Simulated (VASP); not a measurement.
Wanted: the native input for a VASP 6.6.1 run.

* Task: relaxation of cell and atoms
* Functional: PBE
* Potentials or basis: VASP PAW PBE potentials, release 64 (Sn_d, Ir)
* Cutoff: 600 eV
* k mesh: 10 × 10 × 10
* Occupations: gaussian, width 0.1 eV
* Spin: no spin polarisation
* Dipole correction: no
* Further INCAR settings: ALGO = Fast; EDIFF = 1e-06; IBRION = 2; EDIFFG = -0.01; NSW = 100; ISIF = 3

The structure of Sn3Ir lies in POSCAR:

```
Sn3Ir
1.0
    4.4567383671      0.0000000000      0.0000000000
    0.0000000000      4.4567383671      0.0000000000
    0.0000000000      0.0000000000      4.4567383671
Sn Ir
3 1
Direct
    0.0000000000      0.5000000000      0.5000000000
    0.5000000000      0.0000000000      0.5000000000
    0.5000000000      0.5000000000      0.0000000000
    0.0000000000      0.0000000000      0.0000000000
```

The input as run:

INCAR

```
SYSTEM = Sn3Ir
  PREC = Accurate
  ENCUT = 600
  EDIFF = 1E-6
  ISMEAR = 0
  SIGMA = 0.1
  LREAL = .False.
  LASPH = .True.
  NELM = 60
  ALGO = Fast
  ISIF = 3
  LWAVE = .False.
  LCHARG = .False.
  GGA = PE
  IBRION = 2
  NSW = 100
  EDIFFG = -0.01
```

KPOINTS

```
regular mesh
0
Gamma
  10 10 10
  0 0 0
```

Potentials or basis: VASP PAW PBE potentials, release 64 (Sn_d, Ir).

Run with:

```console
$ cat potpaw_PBE.64/Sn_d/POTCAR potpaw_PBE.64/Ir/POTCAR > POTCAR
$ mpirun -np 1 vasp_std > vasp.out
```

Results of the run:

```
Relaxed volume                        : 22.26 Å³/atom
Relaxed cell                          : a = 4.465 Å, b = 4.465 Å, c = 4.465 Å, α = 90.00°, β = 90.00°, γ = 90.00°
Space group after relaxing (to 0.1 Å) : Pm-3m (No. 221)
Energy gained by relaxing             : 0.2 meV/atom
Ionic steps                           : 3
Pressure after relaxing               : 0.0 GPa
Band gap on the k mesh                : zero (an odd number of electrons rules out a gap without spin polarisation)
```

Caveat: spin-orbit coupling is left out, which moves the levels of the heavy elements.

It took 4.1 min on 1 thread of Intel(R) Xeon(R) Platinum 8124M CPU @ 3.00GHz (Skylake/Cascade Lake), on a shared host, peak memory 0.33 GiB.
